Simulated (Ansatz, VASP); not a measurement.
# Sn: VASP beside Ansatz

```xyz
2
Lattice="0.0000 3.2456 3.2131 3.2456 0.0000 3.2131 3.2456 3.2456 0.0000" Properties=species:S:1:pos:R:3 pbc="T T T"
Sn    3.2456    3.2456    3.2131
Sn    4.8684    4.8684    4.8197
```

Change from the starting cell: zz strain of -1 %.

Alike in both runs: task single point; functional PBEsol; k mesh 11 × 11 × 11; occupations fermi-dirac, width 0.05 eV; no spin polarisation.

|  | VASP | Ansatz |
| --- | --- | --- |
| version | VASP 6.6.1 | Ansatz 0.2.0 |
| potentials or method | VASP PAW PBE potentials, release 64 (Sn_d), cutoff 520 eV | all-electron LAPW, scalar-relativistic |

VASP gave:

| Property | Result |
| --- | --- |
| pressure (GPa) | 1.4 |
| traceless stress, the component that is largest in VASP (GPa) | 0.20 |

Problem. Which values does Ansatz return?

Solution. Pressure (GPa): 1.5; traceless stress, the component that is largest in VASP (GPa): 0.20.

VASP's potentials were made for PBE, not for PBEsol. Ansatz ran all-electron here, and VASP with PAW potentials.
